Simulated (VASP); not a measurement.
Input of a VASP 6.6.1 run:

INCAR

```
SYSTEM = MoS2
  PREC = Accurate
  ENCUT = 520
  EDIFF = 1E-6
  ISMEAR = -1
  SIGMA = 0.05
  LREAL = .FALSE.
  LASPH = .TRUE.
  NELM = 100
  ALGO = Normal
  ISIF = 2
  LWAVE = .FALSE.
  LCHARG = .FALSE.
  GGA = PE
  NBANDS = 35
```

The input KPOINTS:

```
Automatic mesh
0
G
  10 10 3
  0 0 0
```

POSCAR

```
MoS2
1.0
    3.2311530343      0.0000000000      0.0000000000
   -1.6155765171      2.7982606112      0.0000000000
    0.0000000000      0.0000000000     12.5657084235
Mo S
2 4
Direct
    0.6666666667      0.3333333333      0.7500000000
    0.3333333333      0.6666666667      0.2500000000
    0.6666666667      0.3333333333      0.3770000000
    0.3333333333      0.6666666667      0.8770000000
    0.6666666667      0.3333333333      0.1230000000
    0.3333333333      0.6666666667      0.6230000000
```

Potentials or basis: VASP PAW PBE potentials, release 64 (Mo_sv, S).

Launch:

```sh
$ cat potpaw_PBE.64/Mo_sv/POTCAR potpaw_PBE.64/S/POTCAR > POTCAR
$ mpirun -np 1 vasp_std > vasp.out
```

(1) What does it give for the band gap on the k mesh?

(2) Predict the largest force.

## Answers

(1) 0.98 eV, indirect (least direct gap 1.73 eV).

(2) 0.921 eV/Å.
